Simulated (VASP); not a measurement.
# Cs2SnW3 (P6/mmm) in VASP: notebook

Cs2SnW3 is run at these levels: PBE; tasks: single point, relaxation of cell and atoms.

Everything below comes from runs of VASP 6.6.1. Logs are shortened: lines on timing, memory, paths and dates and some standing lists are left out, and cuts for length are marked.

## (1) The cell of the first run

The structure is hexagonal, space group P6/mmm (No. 191). Conventional cell: a = 5.395 Å, b = 5.395 Å, c = 12.767 Å, α = 90.00°, β = 90.00°, γ = 120.00°. Cs (site symmetry 6mm) has 1 Sn at 3.49 Å and 6 W at 4.41 Å within 4.6 Å. Sn (site symmetry 6/mmm) has 6 W at 2.70 Å and 2 Cs at 3.49 Å within 3.6 Å. Within 3.6 Å of W (site symmetry mmm) lie 2 Sn at 2.70 Å and 4 W at 2.70 Å.

The cell was generated, and may not be a known phase.

## (2) Single point, PBE

Input file INCAR:

```
SYSTEM = Cs2SnW3
PREC = Accurate
ENCUT = 520
EDIFF = 1E-7
ISMEAR = 0
SIGMA = 0.1
LREAL = .False.
LASPH = .True.
NELM = 100
ALGO = Fast
ISIF = 2
LWAVE = .False.
LCHARG = .False.
GGA = PE
NBANDS = 46
```

Input file KPOINTS:

```
regular mesh
0
Gamma
  6 6 4
  0 0 0
```

Input file POSCAR:

```
Cs2SnW3
1.0
    5.3949497142      0.0000000000      0.0000000000
   -2.6974748571      4.6721635047      0.0000000000
    0.0000000000      0.0000000000     12.7669501189
Cs Sn W
2 1 3
Direct
    0.0000000000      0.0000000000      0.7731835081
    0.0000000000      0.0000000000      0.2268164919
    0.0000000000      0.0000000000      0.5000000000
    0.5000000000      0.0000000000      0.5000000000
    0.0000000000      0.5000000000      0.5000000000
    0.5000000000      0.5000000000      0.5000000000
```

Potentials or basis: VASP PAW PBE potentials, release 64 (Cs_sv, Sn_d, W_sv).

Launch:

```bash
$ cat potpaw_PBE.64/Cs_sv/POTCAR potpaw_PBE.64/Sn_d/POTCAR potpaw_PBE.64/W_sv/POTCAR > POTCAR
$ mpirun -np 1 vasp_std > vasp.out
```

OUTCAR:

```text
SYSTEM = Cs2SnW3
   PREC = Accurate
   ENCUT = 520
   EDIFF = 1E-7
   ISMEAR = 0
   LREAL = .False.
   LASPH = .True.
   NELM = 100
   ISIF = 2
   GGA = PE

 ion  position               nearest neighbor table
   1  0.000  0.000  0.773-
   2  0.000  0.000  0.227-
   3  0.000  0.000  0.500-   4 2.70   4 2.70   6 2.70   5 2.70   5 2.70   6 2.70
   4  0.500  0.000  0.500-   3 2.70   3 2.70   6 2.70   6 2.70   5 2.70   5 2.70
   5  0.000  0.500  0.500-   6 2.70   6 2.70   3 2.70   3 2.70   4 2.70   4 2.70
   6  0.500  0.500  0.500-   5 2.70   5 2.70   3 2.70   4 2.70   4 2.70   3 2.70

  LATTYP: Found a hexagonal cell.
 ALAT       =     5.3949497142
 C/A-ratio  =     2.3664632286

  Lattice vectors:

 A1 = (   5.3949497142,   0.0000000000,   0.0000000000)
 A2 = (  -2.6974748571,   4.6721635047,   0.0000000000)
 A3 = (   0.0000000000,   0.0000000000,  12.7669501189)

Analysis of symmetry for initial positions (statically):
=====================================================================
 Subroutine PRICEL returns:
 Original cell was already a primitive cell.

 Routine SETGRP: Setting up the symmetry group for a
 hexagonal supercell.

 Subroutine GETGRP returns: Found 24 space group operations
 (whereof 24 operations were pure point group operations)
 out of a pool of 24 trial point group operations.

The static configuration has the point symmetry D_6h.

Analysis of symmetry for dynamics (positions and initial velocities):
=====================================================================
 Subroutine PRICEL returns:
 Original cell was already a primitive cell.

 Routine SETGRP: Setting up the symmetry group for a
 hexagonal supercell.

 Subroutine GETGRP returns: Found 24 space group operations
 (whereof 24 operations were pure point group operations)
 out of a pool of 24 trial point group operations.

The dynamic configuration has the point symmetry D_6h.

 Subroutine INISYM returns: Found 24 space group operations
 (whereof 24 operations are pure point group operations),
 and found     1 'primitive' translations

----------------------------------------------------------------------------------------

                                     Primitive cell

  volume of cell :     321.8049

  direct lattice vectors                    reciprocal lattice vectors
     5.394949714  0.000000000  0.000000000     0.185358540  0.107016803  0.000000000
    -2.697474857  4.672163505  0.000000000     0.000000000  0.214033605  0.000000000
     0.000000000  0.000000000 12.766950119     0.000000000  0.000000000  0.078327243

  length of vectors
     5.394949714  5.394949714 12.766950119     0.214033605  0.214033605  0.078327243

  position of ions in fractional coordinates (direct lattice)
     0.000000000  0.000000000  0.773183508
     0.000000000  0.000000000  0.226816492
     0.000000000  0.000000000  0.500000000
     0.500000000  0.000000000  0.500000000
     0.000000000  0.500000000  0.500000000
     0.500000000  0.500000000  0.500000000

  ion indices of the primitive-cell ions
   primitive index   ion index
                 1           1
                 2           2
                 3           3
                 4           4
                 5           5
                 6           6

----------------------------------------------------------------------------------------

 KPOINTS: regular mesh

Automatic generation of k-mesh.
 Grid dimensions read from file:
 generate k-points for:    6    6    4

 Generating k-lattice:

  Cartesian coordinates                     Fractional coordinates (reciprocal lattice)
     0.030893090  0.017836134  0.000000000     0.166666667  0.000000000  0.000000000
     0.000000000  0.035672268  0.000000000     0.000000000  0.166666667  0.000000000
     0.000000000  0.000000000  0.019581811     0.000000000  0.000000000  0.250000000

  Length of vectors
     0.035672268  0.035672268  0.019581811

  Shift w.r.t. Gamma in fractional coordinates (k-lattice)
     0.000000000  0.000000000  0.000000000

 Subroutine IBZKPT returns following result:
 ===========================================

 Found     21 irreducible k-points:

 Following reciprocal coordinates:
            Coordinates               Weight
  0.000000  0.000000  0.000000      1.000000
  0.166667  0.000000  0.000000      6.000000
  0.333333  0.000000  0.000000      6.000000
  0.500000  0.000000  0.000000      3.000000
  0.166667  0.166667  0.000000      6.000000
  0.333333  0.166667  0.000000     12.000000
[... 13 lines left out ...]
  0.333333  0.166667  0.500000     12.000000
  0.333333  0.333333  0.500000      2.000000
   k-points           NKPTS =     21   k-points in BZ     NKDIM =     21   number of bands    NBANDS=     46
   number of dos      NEDOS =    301   number of ions     NIONS =      6
   total plane-waves  NPLWV = 153600
   dimension x,y,z NGX =    40 NGY =   40 NGZ =   96
   dimension x,y,z NGXF=    80 NGYF=   80 NGZF=  192
[... 35 lines left out ...]
  Fermi-wavevector in a.u.,A,eV,Ry     =   1.002970  1.895338 13.686760  1.005948
  Thomas-Fermi vector in A             =   2.135491
   LORBIT       =      0    0 simple, 1 ext, 2 COOP (PROOUT), +10 PAW based schemes
   GGA     = PE    functional components
   LHFCALC =     F    Hartree Fock is set to
   AEXX    =    0.0000 exact exchange contribution
   IVDW    =     0    specifies the selected vdW correction
   LEPSILON=     F    determine dielectric tensor
   LRPA    =     F    only Hartree local field effects (RPA)
 non-spin polarized calculation
 RMM-DIIS sequential band-by-band and
 Gauss-broadening in eV      SIGMA  =   0.10
  energy-cutoff  :      520.00
  volume of cell :      321.80
 maximum number of plane-waves:      8706
   NGX = 21   NGY = 21   NGZ = 47

 number of electron      73.9999994 magnetization

 Free energy of the ion-electron system (eV)
  ---------------------------------------------------
  ext. energy  EPLUGINS =         0.00000000
  ---------------------------------------------------
  free energy    TOTEN  =       -37.95072858 eV

  energy without entropy =      -37.90368448  energy(sigma->0) =      -37.92720653

 E-fermi :   2.0938     XC(G=0):  -6.8665

 val. band max:        2.0653266656   @ k =   0.5000   0.0000   0.5000
 cond. band min:       2.1036075918   @ k =   0.1667   0.1667   0.0000
 fundamental gap:      0.0382809262
 Fermi energy:         2.0937988896

 k-point     1 :       0.0000    0.0000    0.0000
  band No.  band energies     occupation
      1     -71.6632      2.00000
      2     -71.5576      2.00000
      3     -71.5576      2.00000
      4     -36.4324      2.00000
      5     -36.1524      2.00000
      6     -36.1524      2.00000
[... 38 lines left out ...]
     45       5.0840      0.00000
     46       5.3886      0.00000

 k-point     2 :       0.1667    0.0000    0.0000
  band No.  band energies     occupation
      1     -71.6570      2.00000
      2     -71.5639      2.00000
      3     -71.5576      2.00000
      4     -36.3718      2.00000
      5     -36.1409      2.00000
      6     -36.1087      2.00000
[... 38 lines left out ...]
     45       4.6532      0.00000
     46       4.7955      0.00000

 k-point     3 :       0.3333    0.0000    0.0000
  band No.  band energies     occupation
      1     -71.6410      2.00000
      2     -71.5800      2.00000
      3     -71.5576      2.00000
      4     -36.2648      2.00000
      5     -36.0495      2.00000
      6     -35.9899      2.00000
[... 38 lines left out ...]
     45       4.6751      0.00000
     46       4.8747      0.00000

 k-point     4 :       0.5000    0.0000    0.0000
  band No.  band energies     occupation
      1     -71.6281      2.00000
      2     -71.5930      2.00000
      3     -71.5576      2.00000
      4     -36.2374      2.00000
      5     -35.9514      2.00000
      6     -35.8976      2.00000
[... 773 lines left out ...]
     45       4.7683      0.00000
     46       4.8738      0.00000

 k-point    20 :       0.3333    0.1667    0.5000
  band No.  band energies     occupation
      1     -71.6281      2.00000
      2     -71.5929      2.00000
      3     -71.5576      2.00000
      4     -36.1830      2.00000
      5     -36.0237      2.00000
      6     -35.9514      2.00000
[... 38 lines left out ...]
     45       4.5894      0.00000
     46       4.9370      0.00000

 k-point    21 :       0.3333    0.3333    0.5000
  band No.  band energies     occupation
      1     -71.6105      2.00000
      2     -71.6105      2.00000
      3     -71.5576      2.00000
      4     -36.0389      2.00000
      5     -36.0020      2.00000
      6     -36.0020      2.00000
[... 38 lines left out ...]
     45       4.7452      0.00000
     46       5.2212      0.00000

------------------------ aborting loop because EDIFF is reached ----------------------------------------

  FORCE on cell =-STRESS in cart. coord.  units (eV):
  Direction    XX          YY          ZZ          XY          YZ          ZX
  --------------------------------------------------------------------------------------
  -------------------------------------------------------------------------------------
  Total        0.1294828      0.1294828      0.0342292      0.0000000     -0.0000000      0.0000000
  in kB        0.6446589      0.6446589      0.1704179      0.0000000     -0.0000000      0.0000000
  external PRESSURE =       0.4865786 kB  Pullay stress =       0.0000000 kB

 VOLUME and BASIS-vectors are now :
 -----------------------------------------------------------------------------
  energy-cutoff  :      520.00
  volume of cell :      321.80
      direct lattice vectors                 reciprocal lattice vectors
     5.394949714  0.000000000  0.000000000     0.185358540  0.107016803  0.000000000
    -2.697474857  4.672163505  0.000000000     0.000000000  0.214033605  0.000000000
     0.000000000  0.000000000 12.766950119     0.000000000  0.000000000  0.078327243

 POSITION                                       TOTAL-FORCE (eV/Angst)
 -----------------------------------------------------------------------------------
      0.00000      0.00000      9.87120         0.000000     -0.000000      0.012544
      0.00000      0.00000      2.89575        -0.000000     -0.000000     -0.012544
      0.00000      0.00000      6.38348        -0.000000      0.000000      0.000000
      2.69747      0.00000      6.38348        -0.000000      0.000000      0.000000
     -1.34874      2.33608      6.38348        -0.000000      0.000000      0.000000
      1.34874      2.33608      6.38348        -0.000000      0.000000      0.000000
 -----------------------------------------------------------------------------------
    total drift:                               -0.000000      0.000000     -0.000000

  FREE ENERGIE OF THE ION-ELECTRON SYSTEM (eV)
  ---------------------------------------------------
  free  energy   TOTEN  =       -37.9507285812 eV

  energy  without entropy=      -37.9036844825  energy(sigma->0) =      -37.92720653
```

It took 11 min on 1 thread of Intel Xeon 6975P-C (Granite Rapids), shared host; peak memory 0.57 GiB.

Results:

| Item | Value |
| --- | --- |
| Free energy | -37.9507 eV |
| Pressure | 0.0 GPa |
| Largest force | 0.013 eV/Å |
| Band gap on the k mesh | zero (bands 37 and 38 overlap by 0.19 eV) |

Forces in eV/Å, atoms in the order of the input:
```
Cs   0.000  0.000  0.013
Cs   0.000  0.000 -0.013
Sn   0.000  0.000  0.000
W    0.000  0.000  0.000
W    0.000  0.000  0.000
W    0.000  0.000  0.000
```

Caveat: spin-orbit coupling is left out, which moves the levels of the heavy elements.

## (3) Single point, PBE

Input file INCAR:

```
PREC = Accurate
ENCUT = 520
EDIFF = 1E-6
ISMEAR = 0
SIGMA = 0.1
LREAL = F
LASPH = T
NELM = 60
ALGO = Fast
ISIF = 2
LWAVE = F
LCHARG = F
GGA = PE
NBANDS = 46
```

Input file KPOINTS:

```
Automatic mesh
0
Gamma
  6 6 4
```

Input file POSCAR:

```
Cs2SnW3
1.0
    5.3944857195      0.0000000000      0.0000000000
   -2.6972428597      4.6717616734      0.0000000000
    0.0000000000      0.0000000000     12.7771866543
Cs Sn W
2 1 3
Direct
    0.0000000000      0.0000000000      0.7731104339
    0.0000000000      0.0000000000      0.2268895661
    0.0000000000      0.0000000000      0.5000000000
    0.5000000000      0.0000000000      0.5000000000
    0.0000000000      0.5000000000      0.5000000000
    0.5000000000      0.5000000000      0.5000000000
```

Potentials or basis: VASP PAW PBE potentials, release 64 (Cs_sv, Sn_d, W_sv).

Launch:

```bash
$ cat potpaw_PBE.64/Cs_sv/POTCAR potpaw_PBE.64/Sn_d/POTCAR potpaw_PBE.64/W_sv/POTCAR > POTCAR
$ mpirun -np 1 vasp_std > vasp.out
```

Run time: 9.4 min. Hardware: 1 thread of Intel Xeon 6975P-C (Granite Rapids), shared host; peak memory 0.56 GiB.

The run converged. Its results:

```
Free energy            : -37.9507 eV
Pressure               : 0.1 GPa
Largest force          : 0.009 eV/Å
Band gap on the k mesh : zero (bands 37 and 38 overlap by 0.19 eV)
```

Forces in eV/Å, atoms in the order of the input:
```
Cs   0.000  0.000  0.009
Cs   0.000  0.000 -0.009
Sn   0.000  0.000  0.000
W    0.000  0.000  0.000
W    0.000  0.000  0.000
W    0.000  0.000  0.000
```

Stress tensor (GPa, compression positive):
```
0.08 0.00 0.00
0.00 0.08 0.00
0.00 0.00 0.00
```

Levels at points of the mesh, in eV from the Fermi level:
```tsv
k point	band 35	band 36	band 37	band 38	band 39	band 40
(0.00, 0.00, 0.00)	-0.70	-0.70	-0.41	0.67	0.80	0.80
(0.50, 0.00, 0.00)	-0.67	-0.40	-0.35	-0.06	0.59	0.76
(0.00, 0.00, 0.50)	-0.70	-0.70	-0.25	0.80	0.80	0.91
(0.50, 0.00, 0.50)	-0.67	-0.40	-0.35	-0.03	0.59	0.76
```

Caveat: spin-orbit coupling is left out, which moves the levels of the heavy elements.

## (4) Relaxation of cell and atoms, PBE

This run uses another cell than the first one, of 36.26 Å³/atom.

Input file INCAR:

```
SYSTEM = Cs2SnW3
ALGO = Normal ; EDIFF = 1E-7
EDIFFG = -0.08 ; ENCUT = 600
GGA = PE ; IBRION = 2
ISIF = 3 ; ISMEAR = 0
LASPH = .TRUE. ; LCHARG = .FALSE.
LREAL = .FALSE. ; LWAVE = .FALSE.
NELM = 100 ; NSW = 36
PREC = Accurate ; SIGMA = 0.2
```

Input file KPOINTS:

```
k-points
0
G
  4 4 2
  0 0 0
```

Input file POSCAR:

```
Cs2SnW3
1.0
    5.2162676200      0.0000000000      0.0000000000
   -2.6081338100      4.5174202700      0.0000000000
    0.0000000000      0.0000000000      9.2315782900
Cs Sn W
2 1 3
Direct
    0.0000000000      0.0000000000      0.8130725200
    0.0000000000      0.0000000000      0.1869274800
    0.0000000000      0.0000000000      0.5000000000
    0.5000000000      0.0000000000      0.5000000000
    0.0000000000      0.5000000000      0.5000000000
    0.5000000000      0.5000000000      0.5000000000
```

Launch:

```bash
$ cat potpaw_PBE.64/Cs_sv/POTCAR potpaw_PBE.64/Sn_d/POTCAR potpaw_PBE.64/W_sv/POTCAR > POTCAR
$ mpirun -np 1 vasp_std > vasp.out
```

Wall time 41 min (1 thread of Intel Xeon 6975P-C (Granite Rapids), shared host); peak memory 0.45 GiB.

Results (log left out):

- Free energy: -37.9049 eV
- Relaxed cell: a = 5.395 Å, b = 5.395 Å, c = 12.566 Å, α = 90.00°, β = 90.00°, γ = 120.00°
- Space group after relaxing (to 0.1 Å): P6/mmm (No. 191)
- Energy gained by relaxing: 354.4 meV/atom
- Ionic steps: 21
- Pressure after relaxing: 0.0 GPa
- Largest force after relaxing: 0.034 eV/Å
- Band gap on the k mesh: zero (bands 37 and 38 overlap by 0.11 eV)

Forces on the atoms (eV/Å):
```
Cs   0.000  0.000 -0.034
Cs   0.000  0.000  0.034
Sn   0.000  0.000  0.000
W    0.000  0.000  0.000
W    0.000  0.000  0.000
W    0.000  0.000  0.000
```

Stress tensor (GPa, compression positive):
```
 0.16  0.00  0.00
 0.00  0.16  0.00
 0.00  0.00 -0.16
```

The path:
| step | energy change (eV) | largest force (eV/Å) | pressure (GPa) | volume (Å³) |
| --- | --- | --- | --- | --- |
| 1 | 0.0000 | 2.0713 | 12.24 | 217.53 |
| 2 | 0.0422 | 0.4737 | -6.98 | 316.82 |
| 3 | -1.4389 | 0.3706 | -0.86 | 259.81 |
| 4 | -1.4408 | 0.4040 | -0.60 | 258.46 |
| 5 | -1.8979 | 0.2170 | 1.11 | 265.90 |
| 6 | -1.9021 | 0.2944 | 1.58 | 267.15 |
| 7 | -1.9429 | 0.4580 | -0.89 | 286.35 |
| 8 | -1.9547 | 0.4117 | -0.15 | 279.92 |
| 9 | -1.9724 | 0.3985 | -0.01 | 281.82 |
| 10 | -1.9960 | 0.3829 | 0.29 | 285.56 |
| 11 | -2.0016 | 0.3718 | 0.90 | 292.89 |
| 12 | -2.0064 | 0.3742 | 0.63 | 289.72 |
| 13 | -2.0131 | 0.3706 | 0.50 | 291.15 |
| 14 | -2.0290 | 0.3631 | 0.14 | 295.47 |
| 15 | -2.0422 | 0.3509 | -0.54 | 304.19 |
| 16 | -2.0506 | 0.3357 | -0.48 | 304.71 |
| 17 | -2.0728 | 0.2873 | -0.32 | 306.26 |
| 18 | -2.1032 | 0.1929 | 0.03 | 309.32 |
| 19 | -2.1113 | 0.0029 | 0.77 | 315.35 |
| 20 | -2.1166 | 0.0775 | 0.47 | 312.98 |
| 21 | -2.1267 | 0.0339 | 0.05 | 316.77 |

Final structure:
```yaml
crystal:
  lattice:
    - [5.39514, 0.00000, 0.00000]
    - [-2.69757, 4.67233, 0.00000]
    - [0.00000, 0.00000, 12.56618]
  atoms:
    - { symbol: Cs, position: [0.00000, 0.00000, 0.78037] }
    - { symbol: Cs, position: [0.00000, 0.00000, 0.21963] }
    - { symbol: Sn, position: [0.00000, 0.00000, 0.50000] }
    - { symbol: W, position: [0.50000, 0.00000, 0.50000] }
    - { symbol: W, position: [0.00000, 0.50000, 0.50000] }
    - { symbol: W, position: [0.50000, 0.50000, 0.50000] }
```

Levels at points of the mesh, in eV from the Fermi level:
```tsv
k point	band 33	band 34	band 35	band 36	band 37	band 38	band 39	band 40	band 41	band 42
(0.00, 0.00, 0.00)	-1.41	-1.41	-0.69	-0.69	-0.39	0.70	0.78	0.78	1.91	2.18
(0.50, 0.00, 0.00)	-1.26	-0.81	-0.68	-0.41	-0.34	-0.06	0.59	0.73	0.90	1.14
(0.00, 0.00, 0.50)	-1.41	-1.41	-0.68	-0.68	-0.24	0.78	0.78	0.96	1.33	2.18
(0.50, 0.00, 0.50)	-1.25	-0.82	-0.68	-0.41	-0.34	-0.03	0.59	0.74	0.89	0.95
```

Caveat: the volume moved by over 15 % at a fixed basis, so the end points are rough; spin-orbit coupling is left out, which moves the levels of the heavy elements; the relaxation stopped at a loose force limit of 0.08 eV/Å, so its end isn't a converged minimum.

## (5) The runs side by side

```csv
task,cell,k mesh,cutoff (eV),smearing,gap on the mesh (eV),pressure (GPa),largest force (eV/Å)
single point,"a = 5.395, b = 5.395, c = 12.767 Å, angles 90.0, 90.0, 120.0°, 6 atoms, atomic positions A",6 × 6 × 4,520,gaussian 0.1 eV,none,0.0,0.01
single point,"a = 5.394, b = 5.394, c = 12.777 Å, angles 90.0, 90.0, 120.0°, 6 atoms, atomic positions B",6 × 6 × 4,520,gaussian 0.1 eV,none,0.1,0.01
relaxation of cell and atoms,"relaxed from a = 5.216, b = 5.216, c = 9.232 Å, angles 90.0, 90.0, 120.0°, 6 atoms, atomic positions C",4 × 4 × 2,600,gaussian 0.2 eV,none,0.0,0.03
```

Alike in all rows: level PBE; potentials or basis VASP PAW PBE potentials, release 64 (Cs_sv, Sn_d, W_sv); no spin polarisation.

Caveats: spin-orbit coupling is left out, which moves the levels of the heavy elements; the volume moved by over 15 % at a fixed basis, so the end points are rough (at least some runs); the relaxation stopped at a loose force limit of 0.08 eV/Å, so its end isn't a converged minimum (at least some runs).

Absolute energies hang on the potentials; compare differences alone.

The gap in the log of VASP goes by the Fermi energy; the results here count the filled bands.